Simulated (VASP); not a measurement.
Wanted: the native input for a VASP 6.6.1 run.

```
Task                   : single point
Functional             : PBE
Potentials or basis    : VASP PAW PBE potentials, release 64 (Sn_d)
Cutoff                 : 520 eV
k mesh                 : 10 × 10 × 10
Occupations            : fermi-dirac, width 0.05 eV
Spin                   : no spin polarisation
Dipole correction      : no
Further INCAR settings : ALGO = Normal; EDIFF = 1e-07; NBANDS = 13
```

The structure of Sn lies in POSCAR:

```
Sn
1.0
   -1.8946518192      1.8946518192      1.8946518192
    1.8946518192     -1.8946518192      1.8946518192
    1.8946518192      1.8946518192     -1.8946518192
Sn
1
Direct
    0.0000000000      0.0000000000      0.0000000000
```

One way to write it, as run:

INCAR

```
  PREC = Accurate
  ENCUT = 520
  EDIFF = 1E-7
  ISMEAR = -1
  SIGMA = 0.05
  LREAL = F
  LASPH = T
  NELM = 60
  ALGO = Normal
  ISIF = 2
  LWAVE = F
  LCHARG = F
  GGA = PE
  NBANDS = 13
```

KPOINTS

```
Automatic mesh
0
Gamma
  10 10 10
```

Potentials or basis: VASP PAW PBE potentials, release 64 (Sn_d).

The run is started by

```sh
$ cat potpaw_PBE.64/Sn_d/POTCAR > POTCAR
$ mpirun -np 1 vasp_std > vasp.out
```

Results of the run:

* Pressure: 0.6 GPa
* Band gap on the k mesh: zero (band 7 reaches 16.04 eV, above the bottom of band 8 at 5.80 eV)

Caveat: spin-orbit coupling is left out, which moves the levels of the heavy elements.

Wall time 5 s on 1 thread of Intel(R) Xeon(R) Platinum 8559C (Emerald Rapids), with other jobs on the host, peak memory 0.14 GiB.
